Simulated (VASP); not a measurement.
# PbS (Fm-3m) in VASP: further runs, part 2 of 2

VASP 6.6.1. The steps go on from the part before.

**3. Electric field gradients, LDA (volume scaled by 0.96)**

INCAR

```
SYSTEM = PbS
ALGO = Normal ; EDIFF = 1E-8
ENCUT = 520 ; ISIF = 2
ISMEAR = -1 ; LASPH = .TRUE.
LCHARG = .FALSE. ; LEFG = .TRUE.
LREAL = .FALSE. ; LWAVE = .FALSE.
NBANDS = 17 ; NELM = 80
PREC = Accurate ; SIGMA = 0.01
```

KPOINTS

```
k-points
0
G
  8 8 8
  0 0 0
```

POSCAR

```
PbS
1.0
    0.0000000000      2.9249275202      2.9249275202
    2.9249275202      0.0000000000      2.9249275202
    2.9249275202      2.9249275202      0.0000000000
Pb S
1 1
Direct
    0.0000000000      0.0000000000      0.0000000000
    0.5000000000      0.5000000000      0.5000000000
```

Potentials or basis: VASP PAW LDA potentials, release 64 (Pb_d, S).

On the command line:

```bash
> cat potpaw_LDA.64/Pb_d/POTCAR potpaw_LDA.64/S/POTCAR > POTCAR
> mpirun -np 1 vasp_std > vasp.out
```

OUTCAR:

```text
SYSTEM = PbS
   EDIFF = 1E-8
   ENCUT = 520
   ISIF = 2
   ISMEAR = -1
   LASPH = .TRUE.
   LREAL = .FALSE.
   NELM = 80
   PREC = Accurate

 ion  position               nearest neighbor table
   1  0.000  0.000  0.000-   2 2.92   2 2.92   2 2.92   2 2.92   2 2.92   2 2.92
   2  0.500  0.500  0.500-   1 2.92   1 2.92   1 2.92   1 2.92   1 2.92   1 2.92

  LATTYP: Found a face centered cubic cell.
 ALAT       =     5.8498550404

  Lattice vectors:

 A1 = (   0.0000000000,   2.9249275202,   2.9249275202)
 A2 = (   2.9249275202,   0.0000000000,   2.9249275202)
 A3 = (   2.9249275202,   2.9249275202,   0.0000000000)

Analysis of symmetry for initial positions (statically):
=====================================================================
 Subroutine PRICEL returns:
 Original cell was already a primitive cell.

 Routine SETGRP: Setting up the symmetry group for a
 face centered cubic supercell.

 Subroutine GETGRP returns: Found 48 space group operations
 (whereof 48 operations were pure point group operations)
 out of a pool of 48 trial point group operations.

The static configuration has the point symmetry O_h .

Analysis of symmetry for dynamics (positions and initial velocities):
=====================================================================
 Subroutine PRICEL returns:
 Original cell was already a primitive cell.

 Routine SETGRP: Setting up the symmetry group for a
 face centered cubic supercell.

 Subroutine GETGRP returns: Found 48 space group operations
 (whereof 48 operations were pure point group operations)
 out of a pool of 48 trial point group operations.

The dynamic configuration has the point symmetry O_h .

 Subroutine INISYM returns: Found 48 space group operations
 (whereof 48 operations are pure point group operations),
 and found     1 'primitive' translations

----------------------------------------------------------------------------------------

                                     Primitive cell

  volume of cell :      50.0467

  direct lattice vectors                    reciprocal lattice vectors
     0.000000000  2.924927520  2.924927520    -0.170944407  0.170944407  0.170944407
     2.924927520  0.000000000  2.924927520     0.170944407 -0.170944407  0.170944407
     2.924927520  2.924927520  0.000000000     0.170944407  0.170944407 -0.170944407

  length of vectors
     4.136472168  4.136472168  4.136472168     0.296084398  0.296084398  0.296084398

  position of ions in fractional coordinates (direct lattice)
     0.000000000  0.000000000  0.000000000
     0.500000000  0.500000000  0.500000000

  ion indices of the primitive-cell ions
   primitive index   ion index
                 1           1
                 2           2

----------------------------------------------------------------------------------------

 KPOINTS: k-points

Automatic generation of k-mesh.
 Grid dimensions read from file:
 generate k-points for:    8    8    8

 Generating k-lattice:
[... 68 lines left out ...]
   ISIF   =      2    stress and relaxation
   ISYM   =      2    0-nonsym 1-usesym 2-fastsym
   POTIM  = 0.5000    time-step for ionic-motion
   TEBEG  =    0.0;   TEEND  =   0.0 temperature during run
   PSTRESS=    0.0 pullay stress
   NELECT =      20.0000    total number of electrons
   NUPDOWN=      -1.0000    fix difference up-down
   EMIN   =  10.00;   EMAX   =-10.00  energy-range for DOS
   EFERMI =   0.00;   METHOD = LEGACY
   ISMEAR =    -1;   SIGMA  =   0.01  broadening in eV -4-tet -1-fermi 0-gaus
   EFERMI_NEDOS =   21; number of points for ismear=-14 and -15
   IALGO  =     38    algorithm
   IMIX   =      4    mixing-type and parameters
     AMIX     =   0.40;   BMIX     =  1.00
     AMIX_MAG =   1.60;   BMIX_MAG =  1.00
  volume/ion in A,a.u.               =      25.02       168.87
  Fermi-wavevector in a.u.,A,eV,Ry     =   1.205849  2.278725 19.783860  1.454073
  Thomas-Fermi vector in A             =   2.341534
   LORBIT       =      0    0 simple, 1 ext, 2 COOP (PROOUT), +10 PAW based schemes
   GGA     = CA    functional components
   LHFCALC =     F    Hartree Fock is set to
   AEXX    =    0.0000 exact exchange contribution
   IVDW    =     0    specifies the selected vdW correction
   LEPSILON=     F    determine dielectric tensor
   LRPA    =     F    only Hartree local field effects (RPA)
 non-spin polarized calculation
  energy-cutoff  :      520.00
  volume of cell :       50.05
 maximum number of plane-waves:      1365
   NGX = 15   NGY = 15   NGZ = 15

 number of electron      19.9999997 magnetization

 Free energy of the ion-electron system (eV)
  ---------------------------------------------------
  ext. energy  EPLUGINS =         0.00000000
  ---------------------------------------------------
  free energy    TOTEN  =        -9.99913532 eV

  energy without entropy =       -9.99904524  energy(sigma->0) =       -9.99909028

 E-fermi :   6.2365     XC(G=0): -10.2202

 val. band max:        6.2125617975   @ k =   0.5000   0.0000   0.0000
 cond. band min:       6.2603670768   @ k =   0.5000   0.0000   0.0000
 fundamental gap:      0.0478052792
 Fermi energy:         6.2364644367

 k-point     1 :       0.0000    0.0000    0.0000
  band No.  band energies     occupation
      1     -10.6941      2.00000
      2     -10.6941      2.00000
      3     -10.6941      2.00000
      4     -10.6865      2.00000
      5     -10.6865      2.00000
      6      -7.7985      2.00000
[... 457 lines left out ...]
      4     -10.6601      2.00000
      5     -10.6347      2.00000
      6      -6.1327      2.00000
[... 9 lines left out ...]
     16      17.0186      0.00000
     17      17.2695      0.00000

 [... further k-points ...]

------------------------ aborting loop because EDIFF is reached ----------------------------------------

  FORCE on cell =-STRESS in cart. coord.  units (eV):
  Direction    XX          YY          ZZ          XY          YZ          ZX
  --------------------------------------------------------------------------------------
  -------------------------------------------------------------------------------------
  Total       -0.0269416     -0.0269416     -0.0269416      0.0000000     -0.0000000     -0.0000000
  in kB       -0.8625000     -0.8625000     -0.8625000      0.0000000     -0.0000000     -0.0000000
  external PRESSURE =      -0.8625000 kB  Pullay stress =       0.0000000 kB

 VOLUME and BASIS-vectors are now :
 -----------------------------------------------------------------------------
  energy-cutoff  :      520.00
  volume of cell :       50.05
      direct lattice vectors                 reciprocal lattice vectors
     0.000000000  2.924927520  2.924927520    -0.170944407  0.170944407  0.170944407
     2.924927520  0.000000000  2.924927520     0.170944407 -0.170944407  0.170944407
     2.924927520  2.924927520  0.000000000     0.170944407  0.170944407 -0.170944407

 POSITION                                       TOTAL-FORCE (eV/Angst)
 -----------------------------------------------------------------------------------
      0.00000      0.00000      0.00000         0.000000      0.000000      0.000000
      2.92493      2.92493      2.92493         0.000000      0.000000      0.000000
 -----------------------------------------------------------------------------------
    total drift:                                0.000000     -0.000000     -0.000000

  FREE ENERGIE OF THE ION-ELECTRON SYSTEM (eV)
  ---------------------------------------------------
  free  energy   TOTEN  =        -9.9991353162 eV

  energy  without entropy=       -9.9990452424  energy(sigma->0) =       -9.99909028

 Electric field gradients (V/A^2)
---------------------------------------------------------------------
 ion       V_xx      V_yy      V_zz      V_xy      V_xz      V_yz
---------------------------------------------------------------------
   1      -0.000    -0.000    -0.000    -0.001    -0.001    -0.001
   2      -0.000    -0.000    -0.000    -0.000    -0.000    -0.000
---------------------------------------------------------------------

 Electric field gradients after diagonalization (V/A^2)
 (convention: |V_zz| > |V_xx| > |V_yy|)
----------------------------------------------------------------------
 ion       V_xx      V_yy      V_zz     asymmetry (V_yy - V_xx)/ V_zz
----------------------------------------------------------------------
   1       0.001     0.001    -0.002       0.000
   2       0.000     0.000    -0.000       0.000
----------------------------------------------------------------------

           NMR quadrupolar parameters

 Cq : quadrupolar parameter    Cq=e*Q*V_zz/h
 eta: asymmetry parameters     (V_yy - V_xx)/ V_zz
 Q  : nuclear electric quadrupole moment in mb (millibarn)
----------------------------------------------------------------------
 ion       Cq(MHz)       eta       Q (mb)
----------------------------------------------------------------------
   1      -0.000       0.000       1.000
   2      -0.000       0.000       1.000
----------------------------------------------------------------------
```

Run time: 21 s. Hardware: 1 thread of Intel Xeon 8259CL, shared host; peak memory 0.16 GiB.

Results:

```yaml
Free_energy: -9.9991 eV
Pressure: -0.1 GPa
Band_gap_on_the_k_mesh: 0.05 eV, direct
```

Caveat: without QUAD_EFG the Cq values of the log hold for a quadrupole moment of 1 mb, not for the nuclei; spin-orbit coupling is left out, which moves the levels of the heavy elements.

**4. Electric field gradients, LDA (volume scaled by 0.95)**

INCAR

```
PREC = Accurate ; ENCUT = 520
EDIFF = 1E-8 ; ISMEAR = -1
SIGMA = 0.01 ; LREAL = F
LASPH = T ; NELM = 80
ALGO = Normal ; ISIF = 2
LWAVE = F ; LCHARG = F
LEFG = T ; NBANDS = 17
```

KPOINTS

```
regular mesh
0
Gamma
  8 8 8
```

POSCAR

```
PbS
1.0
    0.0000000000      2.9147360524      2.9147360524
    2.9147360524      0.0000000000      2.9147360524
    2.9147360524      2.9147360524      0.0000000000
Pb S
1 1
Direct
    0.0000000000      0.0000000000      0.0000000000
    0.5000000000      0.5000000000      0.5000000000
```

Potentials or basis: VASP PAW LDA potentials, release 64 (Pb_d, S).

On the command line:

```bash
> cat potpaw_LDA.64/Pb_d/POTCAR potpaw_LDA.64/S/POTCAR > POTCAR
> mpirun -np 1 vasp_std > vasp.out
```

OUTCAR:

```text
PREC = Accurate
   ENCUT = 520
   EDIFF = 1E-8
   ISMEAR = -1
   LREAL = F
   LASPH = T
   NELM = 80
   ISIF = 2

 ion  position               nearest neighbor table
   1  0.000  0.000  0.000-   2 2.91   2 2.91   2 2.91   2 2.91   2 2.91   2 2.91
   2  0.500  0.500  0.500-   1 2.91   1 2.91   1 2.91   1 2.91   1 2.91   1 2.91

  LATTYP: Found a face centered cubic cell.
 ALAT       =     5.8294721048

  Lattice vectors:

 A1 = (   0.0000000000,   2.9147360524,   2.9147360524)
 A2 = (   2.9147360524,   0.0000000000,   2.9147360524)
 A3 = (   2.9147360524,   2.9147360524,   0.0000000000)

Analysis of symmetry for initial positions (statically):
=====================================================================
 Subroutine PRICEL returns:
 Original cell was already a primitive cell.

 Routine SETGRP: Setting up the symmetry group for a
 face centered cubic supercell.

 Subroutine GETGRP returns: Found 48 space group operations
[... 667 lines left out ...]
      direct lattice vectors                 reciprocal lattice vectors
     0.000000000  2.914736052  2.914736052    -0.171542119  0.171542119  0.171542119
     2.914736052  0.000000000  2.914736052     0.171542119 -0.171542119  0.171542119
     2.914736052  2.914736052  0.000000000     0.171542119  0.171542119 -0.171542119

 POSITION                                       TOTAL-FORCE (eV/Angst)
 -----------------------------------------------------------------------------------
      0.00000      0.00000      0.00000         0.000000      0.000000     -0.000000
      2.91474      2.91474      2.91474        -0.000000     -0.000000      0.000000
 -----------------------------------------------------------------------------------
    total drift:                                0.000000     -0.000000     -0.000000

  FREE ENERGIE OF THE ION-ELECTRON SYSTEM (eV)
  ---------------------------------------------------
  free  energy   TOTEN  =        -9.9981280486 eV

  energy  without entropy=       -9.9979154380  energy(sigma->0) =       -9.99802174

 Electric field gradients (V/A^2)
---------------------------------------------------------------------
 ion       V_xx      V_yy      V_zz      V_xy      V_xz      V_yz
---------------------------------------------------------------------
   1      -0.000     0.000     0.000    -0.001    -0.001    -0.001
   2      -0.000     0.000     0.000    -0.000    -0.000    -0.000
---------------------------------------------------------------------

 Electric field gradients after diagonalization (V/A^2)
 (convention: |V_zz| > |V_xx| > |V_yy|)
----------------------------------------------------------------------
 ion       V_xx      V_yy      V_zz     asymmetry (V_yy - V_xx)/ V_zz
----------------------------------------------------------------------
   1       0.001     0.001    -0.001       0.000
   2       0.000     0.000    -0.000       0.000
----------------------------------------------------------------------

           NMR quadrupolar parameters

 Cq : quadrupolar parameter    Cq=e*Q*V_zz/h
 eta: asymmetry parameters     (V_yy - V_xx)/ V_zz
 Q  : nuclear electric quadrupole moment in mb (millibarn)
----------------------------------------------------------------------
 ion       Cq(MHz)       eta       Q (mb)
----------------------------------------------------------------------
   1      -0.000       0.000       1.000
   2      -0.000       0.000       1.000
----------------------------------------------------------------------
```

OSZICAR:

```text
N       E                     dE             d eps       ncg     rms          rms(c)
DAV:   1     0.156344450972E+03    0.15634E+03   -0.97617E+03  1010   0.125E+03
DAV:   2     0.222811424382E+01   -0.15412E+03   -0.14906E+03  1019   0.325E+02
DAV:   3    -0.101077571993E+02   -0.12336E+02   -0.12251E+02  1286   0.942E+01
DAV:   4    -0.104060433239E+02   -0.29829E+00   -0.29804E+00  1216   0.158E+01
DAV:   5    -0.104170545089E+02   -0.11011E-01   -0.11010E-01  1464   0.300E+00    0.492E+00
DAV:   6    -0.100096394011E+02    0.40742E+00   -0.11598E+00  1573   0.771E+00    0.345E+00
DAV:   7    -0.100016737832E+02    0.79656E-02   -0.10254E-01  1200   0.165E+00    0.185E+00
DAV:   8    -0.999858088716E+01    0.30929E-02   -0.11782E-02  1211   0.105E+00    0.166E-01
DAV:   9    -0.999812324153E+01    0.45765E-03   -0.29565E-03  1534   0.419E-01    0.607E-02
DAV:  10    -0.999812777115E+01   -0.45296E-05   -0.23487E-04  1255   0.892E-02    0.211E-02
DAV:  11    -0.999812855429E+01   -0.78314E-06   -0.21685E-05  1278   0.297E-02    0.854E-03
DAV:  12    -0.999812812328E+01    0.43101E-06   -0.26263E-06  1354   0.263E-02    0.497E-03
DAV:  13    -0.999812806127E+01    0.62008E-07   -0.29941E-07  1144   0.377E-03    0.186E-03
DAV:  14    -0.999812804915E+01    0.12128E-07   -0.32731E-08  1102   0.114E-03    0.233E-03
DAV:  15    -0.999812804856E+01    0.58412E-09   -0.16257E-08   852   0.633E-04
   1 F= -.99981280E+01 E0= -.99980217E+01  d E =-.212611E-03
```

stdout:

```text
POSCAR found type information on POSCAR PbS
 POSCAR found :  2 types and       2 ions
 scaLAPACK will be used
 LDA part: xc-table for (Slater(with rela. corr.)+CA(PZ))
 , standard interpolation
 POSCAR, INCAR and KPOINTS ok, starting setup
 FFT: planning ... GRIDC
 FFT: planning ... GRID_SOFT
 FFT: planning ... GRID
 WAVECAR not read
 entering main loop
ion   1

ion   2
```

It took 28 s on 1 thread of Intel Xeon 8259CL, shared host; peak memory 0.16 GiB.

Results:

- Free energy: -9.9981 eV
- Pressure: 0.5 GPa
- Band gap on the k mesh: 0.01 eV, direct

Levels at points of the mesh, in eV from the valence-band top:
```
           k point  band 6  band 7  band 8  band 9  band 10  band 11  band 12  band 13  band 14  band 15
(0.00, 0.00, 0.00)  -14.13   -6.05   -2.49   -2.49    -2.49     5.16     5.16     5.16     6.45     6.45
(0.50, 0.00, 0.00)  -12.70   -9.32   -2.04   -2.04     0.00     0.01     1.65     1.65     8.47     9.93
(0.50, 0.50, 0.00)  -12.17   -7.43   -5.78   -3.88    -3.88     3.43     5.57     5.69     5.69    11.16
```

Caveat: without QUAD_EFG the Cq values of the log hold for a quadrupole moment of 1 mb, not for the nuclei; spin-orbit coupling is left out, which moves the levels of the heavy elements.

**5. Overview**

| cell | gap on the mesh (eV) | pressure (GPa) |
| --- | --- | --- |
| a = 4.108 Å, angles 60.0°, 2 atoms | 0.04 | 1.2 |
| a = 4.136 Å, angles 60.0°, 2 atoms | 0.05 | -0.1 |
| a = 4.122 Å, angles 60.0°, 2 atoms | 0.01 | 0.5 |

Alike in all rows: task electric field gradients; level LDA; potentials or basis VASP PAW LDA potentials, release 64 (Pb_d, S); no spin polarisation; k mesh 8 × 8 × 8; cutoff (eV) 520; smearing fermi-dirac 0.01 eV.

Caveats: spin-orbit coupling is left out, which moves the levels of the heavy elements.

Total energies depend on the potentials used, so only differences within one code and one set of settings carry meaning.
